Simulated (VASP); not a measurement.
Wanted: the native input for a VASP 6.6.1 run.

```yaml
Task: single point
Functional: LDA
Potentials_or_basis: VASP PAW LDA potentials, release 64 (B, P)
Cutoff: 500 eV
k_mesh: 12 × 12 × 12
Occupations: gaussian, width 0.01 eV
Spin: no spin polarisation
Dipole_correction: no
Further_INCAR_settings: ALGO = Normal; EDIFF = 1e-06; NBANDS = 11
```

The structure of BP lies in POSCAR:

```
BP
1.0
    0.0000000000      2.1692282038      2.1692282038
    2.1692282038      0.0000000000      2.1692282038
    2.1692282038      2.1692282038      0.0000000000
B P
1 1
Direct
    0.0000000000      0.0000000000      0.0000000000
    0.7500000000      0.7500000000      0.7500000000
```

One way to write it, as run:

INCAR

```
PREC     = Accurate       # precision mode
ENCUT    = 500            # plane-wave cutoff, eV
EDIFF    = 1E-6           # SCF threshold, eV
ISMEAR   = 0              # smearing method
SIGMA    = 0.01           # smearing width, eV
LREAL    = F              # projectors in reciprocal space
LASPH    = T              # aspherical terms in the spheres
NELM     = 120            # most SCF steps
ALGO     = Normal         # electronic algorithm
ISIF     = 2              # what is computed and relaxed
LWAVE    = F              # write WAVECAR
LCHARG   = F              # write CHGCAR
NBANDS   = 11             # bands
GGA_COMPAT= F
```

KPOINTS

```
Automatic mesh
0
Gamma
  12 12 12
```

Potentials or basis: VASP PAW LDA potentials, release 64 (B, P).

The run is started by

```bash
$ cat potpaw_LDA.64/B/POTCAR potpaw_LDA.64/P/POTCAR > POTCAR
$ mpirun -np 1 vasp_std > vasp.out
```

It gave:

```yaml
Pressure: 21.8 GPa
Band_gap_on_the_k_mesh: 1.01 eV, indirect (least direct gap 3.63 eV)
```

Wall time 19 s on 1 thread of Intel Xeon 8259CL, with other jobs on the host, peak memory 0.13 GiB.
